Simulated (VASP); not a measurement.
Wanted: the native input for a VASP 6.6.1 run.

```
Task                   : relaxation of cell and atoms
Functional             : r2SCAN
Potentials or basis    : VASP PAW PBE potentials, release 64 (Sc_sv, Zn)
Cutoff                 : 600 eV
k mesh                 : 12 × 12 × 12
Occupations            : gaussian, width 0.1 eV
Spin                   : no spin polarisation
Dipole correction      : no
Further INCAR settings : ALGO = Normal; EDIFF = 1e-06; IBRION = 2; EDIFFG = -0.005; NSW = 100; ISIF = 3
```

The system is ScZn.

```
Sc Zn
1.0
     3.35000    0.00000    0.00000
     0.00000    3.35000    0.00000
     0.00000    0.00000    3.35000
Sc Zn
1 1
Direct
  0.00000 0.00000 0.00000
  0.50000 0.50000 0.50000
```

The input as run:

POSCAR

```
ScZn
1.0
    3.3500000000      0.0000000000      0.0000000000
    0.0000000000      3.3500000000      0.0000000000
    0.0000000000      0.0000000000      3.3500000000
Sc Zn
1 1
Direct
    0.0000000000      0.0000000000      0.0000000000
    0.5000000000      0.5000000000      0.5000000000
```

INCAR.step1

```
SYSTEM = ScZn
PREC     = Accurate       ! precision mode
ENCUT    = 600            ! plane-wave cutoff, eV
ISMEAR   = 0              ! smearing method
SIGMA    = 0.1            ! smearing width, eV
LREAL    = .FALSE.        ! projectors in reciprocal space
LASPH    = .TRUE.         ! aspherical terms in the spheres
NELM     = 100            ! most SCF steps
GGA      = PE             ! functional
ALGO     = Normal         ! electronic algorithm
EDIFF    = 1E-4           ! SCF threshold, eV
LWAVE    = .TRUE.         ! write WAVECAR
LCHARG   = .FALSE.        ! write CHGCAR
```

INCAR.step2

```
SYSTEM = ScZn
PREC     = Accurate       ! precision mode
ENCUT    = 600            ! plane-wave cutoff, eV
EDIFF    = 1E-6           ! SCF threshold, eV
ISMEAR   = 0              ! smearing method
SIGMA    = 0.1            ! smearing width, eV
LREAL    = .FALSE.        ! projectors in reciprocal space
LASPH    = .TRUE.         ! aspherical terms in the spheres
NELM     = 100            ! most SCF steps
ALGO     = Normal         ! electronic algorithm
ISIF     = 3              ! what is computed and relaxed
LWAVE    = .FALSE.        ! write WAVECAR
LCHARG   = .FALSE.        ! write CHGCAR
METAGGA  = R2SCAN         ! meta-GGA
LMIXTAU  = .TRUE.       
IBRION   = 2              ! ionic algorithm
NSW      = 100            ! ionic steps
EDIFFG   = -0.005         ! ionic threshold
ISTART   = 1
```

KPOINTS

```
Automatic mesh
0
G
  12 12 12
  0 0 0
```

Potentials or basis: VASP PAW PBE potentials, release 64 (Sc_sv, Zn).

Run with:

```bash
$ cat potpaw_PBE.64/Sc_sv/POTCAR potpaw_PBE.64/Zn/POTCAR > POTCAR
$ cp INCAR.step1 INCAR
$ mpirun -np 1 vasp_std > vasp.out
$ cp INCAR.step2 INCAR
$ mpirun -np 1 vasp_std > vasp.out
```

It gave:

```json
{
 "Relaxed volume": "18.56 Å³/atom",
 "Relaxed cell": "a = 3.336 Å, b = 3.336 Å, c = 3.336 Å, α = 90.00°, β = 90.00°, γ = 90.00°",
 "Space group after relaxing (to 0.05 Å)": "Pm-3m (No. 221)",
 "Energy gained by relaxing": "0.9 meV/atom",
 "Ionic steps": "4",
 "Pressure after relaxing": "0.0 GPa"
}
```

Caveat: the PAW data sets were made with another functional, which shifts forces and pressure a little.

It took 3.9 min on 1 thread of Intel(R) Xeon(R) 6975P-C (Granite Rapids), on a shared host, peak memory 0.22 GiB.
